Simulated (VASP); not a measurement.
# Al (Fm-3m) in VASP: settings compared

Al is run at these levels: r2SCAN0, PBE, revPBE; tasks: single point.

Program: VASP 6.6.1. These are calculated values, not measurements. Logs are shortened: lines on timing, memory, paths and dates and some standing lists are left out, and cuts for length are marked.

## Step 1: The cell of the first run

Symmetry: Fm-3m, No. 225, cubic system. Conventional cell: a = 4.050 Å, b = 4.050 Å, c = 4.050 Å, α = 90.00°, β = 90.00°, γ = 90.00°. Al (site symmetry m-3m) has 12 Al at 2.86 Å within 3.8 Å.

## Step 2: Single point, r2SCAN0

Input file POSCAR:

```
Al
1.0
    0.0000000000      2.0248050000      2.0248050000
    2.0248050000      0.0000000000      2.0248050000
    2.0248050000      2.0248050000      0.0000000000
Al
1
Direct
    0.0000000000      0.0000000000      0.0000000000
```

Input file INCAR.step1:

```
  ALGO = Normal
  EDIFF = 1E-5
  ENCUT = 520
  GGA = PE
  ISIF = 2
  ISMEAR = 0
  LASPH = T
  LREAL = F
  LWAVE = T
  NBANDS = 8
  NELM = 100
  PREC = Accurate
  SIGMA = 0.1
```

Input file INCAR.step2:

```
  AEXX = 0.25
  ALGO = Normal
  EDIFF = 1E-6
  ENCUT = 520
  ISIF = 2
  ISMEAR = 0
  ISTART = 1
  LASPH = T
  LCHARG = T
  LELF = T
  LHFCALC = T
  LMIXTAU = T
  LREAL = F
  LVHAR = T
  LWAVE = F
  METAGGA = R2SCAN
  NBANDS = 8
  NELM = 100
  PREC = Accurate
  PRECFOCK = Normal
  SIGMA = 0.1
```

Input file KPOINTS:

```
k-points
0
Gamma
  7 7 7
```

Potentials or basis: VASP PAW PBE potentials, release 64 (Al).

On the command line:

```console
$ cat potpaw_PBE.64/Al/POTCAR > POTCAR
$ cp INCAR.step1 INCAR
$ mpirun -np 1 vasp_std > vasp.out
$ cp INCAR.step2 INCAR
$ mpirun -np 1 vasp_std > vasp.out
```

OUTCAR:

```text
AEXX = 0.25
   EDIFF = 1E-6
   ENCUT = 520
   ISIF = 2
   ISMEAR = 0
   ISTART = 1
   LASPH = T
   LHFCALC = T
   LREAL = F
   METAGGA = R2SCAN
   NELM = 100
   PREC = Accurate
   PRECFOCK = Normal

 ion  position               nearest neighbor table
   1  0.000  0.000  0.000-

  LATTYP: Found a face centered cubic cell.
 ALAT       =     4.0496100000

  Lattice vectors:

 A1 = (   0.0000000000,   2.0248050000,   2.0248050000)
 A2 = (   2.0248050000,   0.0000000000,   2.0248050000)
 A3 = (   2.0248050000,   2.0248050000,   0.0000000000)

Analysis of symmetry for initial positions (statically):
=====================================================================
 Subroutine PRICEL returns:
 Original cell was already a primitive cell.

 Routine SETGRP: Setting up the symmetry group for a
 face centered cubic supercell.

 Subroutine GETGRP returns: Found 48 space group operations
[... 9 lines left out ...]

 Routine SETGRP: Setting up the symmetry group for a
 face centered cubic supercell.

 Subroutine GETGRP returns: Found 48 space group operations
 (whereof 48 operations were pure point group operations)
 out of a pool of 48 trial point group operations.

The dynamic configuration has the point symmetry O_h .

 Subroutine INISYM returns: Found 48 space group operations
 (whereof 48 operations are pure point group operations),
 and found     1 'primitive' translations

----------------------------------------------------------------------------------------

                                     Primitive cell

  volume of cell :      16.6027

  direct lattice vectors                    reciprocal lattice vectors
     0.000000000  2.024805000  2.024805000    -0.246937359  0.246937359  0.246937359
     2.024805000  0.000000000  2.024805000     0.246937359 -0.246937359  0.246937359
     2.024805000  2.024805000  0.000000000     0.246937359  0.246937359 -0.246937359

  length of vectors
     2.863506692  2.863506692  2.863506692     0.427708053  0.427708053  0.427708053

  position of ions in fractional coordinates (direct lattice)
     0.000000000  0.000000000  0.000000000

  ion indices of the primitive-cell ions
   primitive index   ion index
                 1           1

----------------------------------------------------------------------------------------

 KPOINTS: k-points

Automatic generation of k-mesh.
 Grid dimensions read from file:
 generate k-points for:    7    7    7

 Generating k-lattice:

  Cartesian coordinates                     Fractional coordinates (reciprocal lattice)
    -0.035276766  0.035276766  0.035276766     0.142857143  0.000000000  0.000000000
     0.035276766 -0.035276766  0.035276766     0.000000000  0.142857143  0.000000000
     0.035276766  0.035276766 -0.035276766     0.000000000  0.000000000  0.142857143

  Length of vectors
     0.061101150  0.061101150  0.061101150

  Shift w.r.t. Gamma in fractional coordinates (k-lattice)
     0.000000000  0.000000000  0.000000000

 Subroutine IBZKPT returns following result:
 ===========================================

 Found     20 irreducible k-points:

 Following reciprocal coordinates:
            Coordinates               Weight
  0.000000  0.000000  0.000000      1.000000
  0.142857  0.000000  0.000000      8.000000
  0.285714  0.000000  0.000000      8.000000
  0.428571  0.000000  0.000000      8.000000
  0.142857  0.142857  0.000000      6.000000
  0.285714  0.142857  0.000000     24.000000
[... 12 lines left out ...]
 -0.428571  0.428571  0.142857     24.000000
 -0.285714  0.428571  0.142857     24.000000
   k-points           NKPTS =     20   k-points in BZ     NKDIM =    343   number of bands    NBANDS=      8
   number of dos      NEDOS =    301   number of ions     NIONS =      1
   total plane-waves  NPLWV =  13824
   dimension x,y,z NGX =    24 NGY =   24 NGZ =   24
   dimension x,y,z NGXF=    48 NGYF=   48 NGZF=   48
   ions per type =               1
   NGX,Y,Z   is equivalent  to a cutoff of  13.93, 13.93, 13.93 a.u.
   NGXF,Y,Z  is equivalent  to a cutoff of  27.87, 27.87, 27.87 a.u.
 SYSTEM =  unknown system
   PREC   = accura    normal or accurate (medium, high low for compatibility)
   ISTART =      1    job   : 0-new  1-cont  2-samecut
   ICHARG =      0    charge: 1-file 2-atom 10-const
   ISPIN  =      1    spin polarized calculation?
   LNONCOLLINEAR =      F non collinear calculations
   LSORBIT =      F    spin-orbit coupling
   LASPH  =      T    aspherical Exc in radial PAW
   ENCUT  =  520.0 eV  38.22 Ry    6.18 a.u.   5.32  5.32  5.32*2*pi/ulx,y,z
   NELM   =    100;   NELMIN=  2; NELMDL=  0     # of ELM steps
   EDIFF  = 0.1E-05   stopping-criterion for ELM
   LREAL  =      F    real-space projection
   EDIFFG = 0.1E-04   stopping-criterion for IOM
   NSW    =      0    number of steps for IOM
   IBRION =     -1    ionic relax: 0-MD 1-quasi-New 2-CG
   NFREE  =      0    steps in history (QN), initial steepest desc. (CG)
   ISIF   =      2    stress and relaxation
   ISYM   =      3    0-nonsym 1-usesym 2-fastsym
   POTIM  = 0.5000    time-step for ionic-motion
   TEBEG  =    0.0;   TEEND  =   0.0 temperature during run
   PSTRESS=    0.0 pullay stress
   NELECT =       3.0000    total number of electrons
   NUPDOWN=      -1.0000    fix difference up-down
   EMIN   =  10.00;   EMAX   =-10.00  energy-range for DOS
   EFERMI =   0.00;   METHOD = LEGACY
   ISMEAR =     0;   SIGMA  =   0.10  broadening in eV -4-tet -1-fermi 0-gaus
   EFERMI_NEDOS =   21; number of points for ismear=-14 and -15
   IALGO  =     38    algorithm
   IMIX   =      1    mixing-type and parameters
     AMIX     =   0.40;   BMIX     =  1.00
     AMIX_MAG =   1.60;   BMIX_MAG =  1.00
  volume/ion in A,a.u.               =      16.60       112.04
  Fermi-wavevector in a.u.,A,eV,Ry     =   0.925526  1.748991 11.654733  0.856599
  Thomas-Fermi vector in A             =   2.051390
   LORBIT       =      0    0 simple, 1 ext, 2 COOP (PROOUT), +10 PAW based schemes
   METAGGA = R2SCAN    functional components
   LHFCALC =     T    Hartree Fock is set to
   PRECFOCK=normal    Normal, Fast or Accurate (Low or Medium for compatibility)
   ENCUT4O =  -1.0   cutoff for four orbital integrals eV
   NKREDX  =     1    reduce k-point grid by
   NKREDY  =     1    reduce k-point grid by
   NKREDZ  =     1    reduce k-point grid by
   AEXX    =    0.2500 exact exchange contribution
   HFSCREEN=    0.0000 screening length (either q_TF or 0.3 A-1)
   HFSCREENC=   0.0000 screening length for correlation (either q_TF or 0.3 A-1)
   ENCUTFOCK=  -1.0 apply spherical cutoff to Coloumb kernel
   IVDW    =     0    specifies the selected vdW correction
   LEPSILON=     F    determine dielectric tensor
   LRPA    =     F    only Hartree local field effects (RPA)
 non-spin polarized calculation
 Gauss-broadening in eV      SIGMA  =   0.10
  energy-cutoff  :      520.00
  volume of cell :       16.60
 maximum number of plane-waves:       459
 NGX is ok and might be reduce to    24
  NGX = 16; NGY = 16; NGZ = 16

 number of electron       3.0000000 magnetization

 Free energy of the ion-electron system (eV)
  ---------------------------------------------------
  ext. energy  EPLUGINS =         0.00000000
  ---------------------------------------------------
  free energy    TOTEN  =        -6.74364265 eV

  energy without entropy =       -6.74176651  energy(sigma->0) =       -6.74270458

 E-fermi :   7.9881     XC(G=0):  -8.4021

 val. band max:        7.9655896521   @ k =  -0.2857   0.2857   0.0000
 cond. band min:       8.6007253634   @ k =  -0.2857   0.4286   0.1429
 fundamental gap:      0.6351357113
 Fermi energy:         7.9881208577

 k-point     1 :       0.0000    0.0000    0.0000
  band No.  band energies     occupation
      1      -5.5615      2.00000
      2      22.3987      0.00000
      3      22.3987      0.00000
      4      22.3987      0.00000
      5      24.0504      0.00000
      6      24.0504      0.00000
      7      24.0504      0.00000
      8      26.2315      0.00000

 k-point     2 :       0.1429    0.0000    0.0000
  band No.  band energies     occupation
      1      -4.9233      2.00000
      2      16.9370      0.00000
      3      21.2370      0.00000
      4      21.2370      0.00000
      5      24.5226      0.00000
      6      25.9996      0.00000
      7      25.9996      0.00000
      8      27.4450      0.00000

 k-point     3 :       0.2857    0.0000    0.0000
  band No.  band energies     occupation
      1      -3.0157      2.00000
      2      10.7541      0.00000
      3      20.4635      0.00000
      4      20.4635      0.00000
      5      24.0438      0.00000
      6      24.0438      0.00000
      7      24.1140      0.00000
      8      28.1386      0.00000

 k-point     4 :       0.4286    0.0000    0.0000
  band No.  band energies     occupation
      1       0.1460      2.00000
      2       4.6348      2.00000
      3      20.6621      0.00000
      4      20.6621      0.00000
      5      21.8682      0.00000
      6      21.8682      0.00000
      7      24.4389      0.00000
      8      25.9315      0.00000

 k-point     5 :       0.1429    0.1429    0.0000
  band No.  band energies     occupation
      1      -4.7104      2.00000
      2      19.0602      0.00000
      3      19.0602      0.00000
      4      19.2162      0.00000
      5      22.4971      0.00000
      6      23.5306      0.00000
      7      28.4670      0.00000
      8      28.4670      0.00000
[... 133 lines left out ...]
 k-point    18 :      -0.4286    0.2857    0.1429
  band No.  band energies     occupation
      1       1.8341      2.00000
      2       6.2732      2.00000
      3      12.7480      0.00000
      4      14.2665      0.00000
      5      23.0895      0.00000
      6      24.4549      0.00000
      7      28.0894      0.00000
      8      32.2091      0.00000

 k-point    19 :      -0.4286    0.4286    0.1429
  band No.  band energies     occupation
      1       2.8783      2.00000
      2       9.5523      0.00000
      3       9.9535      0.00000
      4      11.9416      0.00000
      5      20.6902      0.00000
      6      22.8582      0.00000
      7      29.9626      0.00000
      8      34.0521      0.00000

 k-point    20 :      -0.2857    0.4286    0.1429
  band No.  band energies     occupation
      1       5.3764      2.00000
      2       6.1200      2.00000
      3       8.6007      0.00000
      4      12.1714      0.00000
      5      22.4632      0.00000
      6      27.2196      0.00000
      7      27.8325      0.00000
      8      29.6370      0.00000

------------------------ aborting loop because EDIFF is reached ----------------------------------------

  FORCE on cell =-STRESS in cart. coord.  units (eV):
  Direction    XX          YY          ZZ          XY          YZ          ZX
  --------------------------------------------------------------------------------------
  -------------------------------------------------------------------------------------
  Total       -0.4432669     -0.4432669     -0.4432669     -0.0000000     -0.0000000     -0.0000000
  in kB      -42.7756166    -42.7756166    -42.7756166     -0.0000000     -0.0000000     -0.0000000
  external PRESSURE =     -42.7756166 kB  Pullay stress =       0.0000000 kB

 VOLUME and BASIS-vectors are now :
 -----------------------------------------------------------------------------
  energy-cutoff  :      520.00
  volume of cell :       16.60
      direct lattice vectors                 reciprocal lattice vectors
     0.000000000  2.024805000  2.024805000    -0.246937359  0.246937359  0.246937359
     2.024805000  0.000000000  2.024805000     0.246937359 -0.246937359  0.246937359
     2.024805000  2.024805000  0.000000000     0.246937359  0.246937359 -0.246937359

 POSITION                                       TOTAL-FORCE (eV/Angst)
 -----------------------------------------------------------------------------------
      0.00000      0.00000      0.00000        -0.000000      0.000000     -0.000000
 -----------------------------------------------------------------------------------
    total drift:                               -0.000000      0.000000     -0.000000

  FREE ENERGIE OF THE ION-ELECTRON SYSTEM (eV)
  ---------------------------------------------------
  free  energy   TOTEN  =        -6.7436426476 eV

  energy  without entropy=       -6.7417665086  energy(sigma->0) =       -6.74270458
```

Wall time 70 s (1 thread of Intel Xeon 6975P-C (Granite Rapids), shared host); peak memory 0.15 GiB.

Results:

```yaml
Free_energy: -6.7436 eV
Pressure: -4.3 GPa
```

Caveat: the k points lie up to 0.38 Å⁻¹ apart; the PAW data sets were made with another functional, which shifts forces and pressure a little.

## Step 3: Single point, r2SCAN0

POSCAR is that of step 2.

Input file INCAR.step1:

```
PREC = Accurate
ENCUT = 520
EDIFF = 1E-5
ISMEAR = -1
SIGMA = 0.1
LREAL = False
LASPH = True
NELM = 100
ALGO = Normal
ISIF = 2
LWAVE = True
LCHARG = False
NBANDS = 8
GGA = PE
```

Input file INCAR.step2:

```
PREC = Accurate
ENCUT = 520
EDIFF = 1E-6
ISMEAR = -1
SIGMA = 0.1
LREAL = False
LASPH = True
NELM = 100
ALGO = Normal
ISIF = 2
LWAVE = False
LCHARG = False
METAGGA = R2SCAN
LHFCALC = True
AEXX = 0.25
LMIXTAU = True
PRECFOCK = Normal
NBANDS = 8
ISTART = 1
```

Input file KPOINTS:

```
regular mesh
0
Gamma
  7 7 7
```

Potentials or basis: VASP PAW PBE potentials, release 64 (Al).

On the command line:

```console
$ cat potpaw_PBE.64/Al/POTCAR > POTCAR
$ cp INCAR.step1 INCAR
$ mpirun -np 1 vasp_std > vasp.out
$ cp INCAR.step2 INCAR
$ mpirun -np 1 vasp_std > vasp.out
```

It took 85 s on 1 thread of Intel Xeon 6975P-C (Granite Rapids), shared host; peak memory 0.14 GiB.

The run converged. Its results:

| Quantity | Value |
| --- | --- |
| Free energy | -6.7464 eV |
| Pressure | -4.3 GPa |

Levels at points of the mesh, in eV from the Fermi level:
```csv
k point,band 1,band 2,band 3,band 4,band 5,band 6
"(0.00, 0.00, 0.00)",-13.58,14.38,14.38,14.38,16.03,16.03
```

Caveat: the k points lie up to 0.38 Å⁻¹ apart; the PAW data sets were made with another functional, which shifts forces and pressure a little.

## Step 4: Single point, PBE

Input file INCAR:

```
ALGO = Fast
EDIFF = 1E-6
ENCUT = 520
GGA = PE
ISIF = 2
ISMEAR = -1
LASPH = True
LCHARG = False
LREAL = False
LWAVE = False
NBANDS = 8
NELM = 60
PREC = Accurate
SIGMA = 0.05
```

Input file KPOINTS:

```
k-points
0
Gamma
  8 8 8
```

POSCAR is that of step 3.

On the command line:

```console
$ cat potpaw_PBE.64/Al/POTCAR > POTCAR
$ mpirun -np 1 vasp_std > vasp.out
```

Wall time 5.4 s (1 thread of Intel Xeon 8259CL, shared host); peak memory 0.13 GiB.

It converged, with:

- Free energy: -3.7424 eV
- Pressure: -0.5 GPa

Levels at points of the mesh, in eV from the Fermi level:
```csv
k point,band 1,band 2,band 3,band 4,band 5,band 6
"(0.00, 0.00, 0.00)",-11.14,12.54,12.54,12.54,13.99,13.99
"(0.50, 0.00, 0.00)",-4.61,-4.41,11.30,11.30,11.39,11.39
"(0.50, 0.50, 0.00)",-2.95,-1.64,5.21,5.52,5.52,8.97
```

## Step 5: Single point, revPBE

This run uses another cell than the first one, of 15.61 Å³/atom, 0.940 times its volume.

Input file INCAR:

```
SYSTEM = Al
ALGO = Fast ; EDIFF = 1E-6
ENCUT = 520 ; GGA = RE
ISIF = 2 ; ISMEAR = -1
LASPH = .TRUE. ; LCHARG = .FALSE.
LREAL = .FALSE. ; LWAVE = .FALSE.
NBANDS = 8 ; NELM = 60
PREC = Accurate ; SIGMA = 0.05
```

Input file KPOINTS:

```
k-points
0
G
  11 11 11
  0 0 0
```

Input file POSCAR:

```
Al
1.0
    0.0000000000      1.9834708509      1.9834708509
    1.9834708509      0.0000000000      1.9834708509
    1.9834708509      1.9834708509      0.0000000000
Al
1
Direct
    0.0000000000      0.0000000000      0.0000000000
```

On the command line:

```console
$ cat potpaw_PBE.64/Al/POTCAR > POTCAR
$ mpirun -np 1 vasp_std > vasp.out
```

Wall time 8.1 s (1 thread of Intel Xeon 8259CL, shared host); peak memory 0.13 GiB.

It converged, with:

* Free energy: -3.5437 eV
* Pressure: 6.2 GPa

Levels at points of the mesh, in eV from the Fermi level:
```csv
k point,band 1,band 2,band 3,band 4
"(0.00, 0.00, 0.00)",-11.52,12.92,12.92,12.92
```

Caveat: the PAW data sets were made with another functional, which shifts forces and pressure a little.

## Step 6: The runs side by side

```tsv
level	cell	k mesh	smearing	grid for exact exchange (PRECFOCK)	gap on the mesh (eV)	pressure (GPa)
r2SCAN0	a = 2.864 Å, angles 60.0°, 1 atom	7 × 7 × 7	gaussian 0.1 eV	Normal	none	-4.3
r2SCAN0	a = 2.864 Å, angles 60.0°, 1 atom	7 × 7 × 7	fermi-dirac 0.1 eV	Normal	none	-4.3
PBE	a = 2.864 Å, angles 60.0°, 1 atom	8 × 8 × 8	fermi-dirac 0.05 eV	-	none	-0.5
revPBE	a = 2.805 Å, angles 60.0°, 1 atom	11 × 11 × 11	fermi-dirac 0.05 eV	-	none	6.2
```

Alike in all rows: task single point; potentials or basis VASP PAW PBE potentials, release 64 (Al); no spin polarisation; cutoff (eV) 520.

Caveats: some runs use coarse meshes; the PAW data sets were made with another functional, which shifts forces and pressure a little (some runs).

Absolute energies hang on the potentials; compare differences alone.
